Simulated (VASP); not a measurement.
FeO:

```
Fe O
1.0
     0.00000    2.15540    2.15540
     2.15540    0.00000    2.15540
     2.15540    2.15540    0.00000
Fe O
1 1
Direct
  0.00000 0.00000 0.00000
  0.50000 0.50000 0.50000
```

| Quantity | Value |
| --- | --- |
| Program | VASP 6.6.1 |
| Task | relaxation of cell and atoms |
| Functional | PBEsol |
| Potentials or basis | VASP PAW PBE potentials, release 64 (Fe, O) |
| Cutoff | 600 eV |
| k mesh | 11 × 11 × 11 |
| Occupations | fermi-dirac, width 0.05 eV |
| Spin | collinear spin, ferromagnetic start |
| Starting moments | [3.0, 0.0] μB |

At the start: pressure -8.4 GPa; volume 10.01 Å³/atom.

Problem. How do energy, volume and symmetry change on relaxing?

Solution. Over 3 steps the energy falls by 11.9 meV/atom and the volume is 9.58 Å³/atom (-4.3 %); space group Fm-3m (No. 225, to 0.1 Å) before and after; moment 4.00 μB per cell.

Step by step:
| step | energy change (eV) | largest force (eV/Å) | pressure (GPa) | volume (Å³) |
| --- | --- | --- | --- | --- |
| 1 | 0.0000 | 0.0000 | -8.42 | 20.03 |
| 2 | -0.0100 | 0.0000 | 7.32 | 18.54 |
| 3 | -0.0238 | 0.0000 | -0.02 | 19.16 |

Final structure:
```
Fe O
1.0
     0.00000    2.12387    2.12387
     2.12387    0.00000    2.12387
     2.12387    2.12387    0.00000
Fe O
1 1
Direct
  0.00000 0.00000 0.00000
  0.50000 0.50000 0.50000
```

Caveat: the PAW data sets were made with another functional, which shifts forces and pressure a little; a cell with one magnetic atom can't hold antiferromagnetic order, which such compounds often take.
